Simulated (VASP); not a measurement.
# Al3In5N8: single point with PBEsol

The system is Al3In5N8.

```xyz
16
Lattice="0.0000 0.0000 -5.4348 -6.7455 0.0000 0.0000 3.3728 5.8418 0.0000" Properties=species:S:1:pos:R:3 pbc="T T T"
Al   -3.3728    1.9473    0.0000
Al    0.0000    1.9473    0.0000
Al   -1.6864    0.9736   -2.7174
In   -1.6864    4.8682    0.0000
In    1.6864    4.8682    0.0000
In   -5.0591    0.9736   -2.7174
In    0.0000    3.8945   -2.7174
In   -3.3728    3.8945   -2.7174
N    -3.3728    1.9473   -3.3967
N     0.0000    1.9473   -3.3967
N    -1.6864    4.8682   -3.3967
N     1.6864    4.8682   -3.3967
N    -1.6864    0.9736   -0.6793
N    -5.0591    0.9736   -0.6793
N     0.0000    3.8945   -0.6793
N    -3.3728    3.8945   -0.6793
```

```
Program                : VASP 6.6.1
Task                   : single point
Functional             : PBEsol
Potentials or basis    : VASP PAW PBE potentials, release 64 (Al, In_d, N)
Cutoff                 : 520 eV
k mesh                 : 4 × 3 × 3
Occupations            : gaussian, width 0.1 eV
Spin                   : no spin polarisation
Dipole correction      : no
Further INCAR settings : LREAL = Auto; ALGO = Normal; EDIFF = 1e-06; NBANDS = 71
```

| Item | Value |
| --- | --- |
| Pressure | 5.3 GPa |
| Largest force | 3.745 eV/Å |
| Band gap on the k mesh | 0.77 eV |

Forces on the atoms (eV/Å):
```
Al   0.081  0.127 -0.065
Al  -0.081  0.127 -0.065
Al   0.000  0.089 -0.314
In   0.000 -0.149 -0.211
In   0.000 -0.006 -0.320
In   0.000 -0.007 -0.517
In  -0.127 -0.066 -0.405
In   0.127 -0.066 -0.405
N    2.455 -1.458 -1.945
N   -2.455 -1.458 -1.945
N    0.000  0.034  0.466
N    0.000  2.880  1.474
N    0.000  2.816 -1.002
N    0.000  2.865  2.412
N    0.032 -2.864  1.422
N   -0.032 -2.864  1.422
```

Stress tensor (GPa, compression positive):
```
4.37 0.00 0.00
0.00 4.03 0.01
0.00 0.01 7.60
```

Levels at points of the mesh, in eV from the valence-band top:
```csv
k point,band 55,band 56,band 57,band 58,band 59,band 60
"(0.00, 0.00, 0.00)",-0.17,-0.10,0.00,0.77,3.71,4.51
"(0.50, 0.00, 0.00)",-0.65,-0.44,-0.43,3.18,3.29,3.55
```

Wall time 5.2 min on 1 thread of Intel(R) Xeon(R) Platinum 8259CL CPU @ 2.50GHz (Skylake/Cascade Lake) (shared host), peak memory 0.38 GiB.

Caveat: the cell stands under pressure; the PAW data sets were made with another functional, which shifts forces and pressure a little; spin-orbit coupling is left out, which moves the levels of the heavy elements.
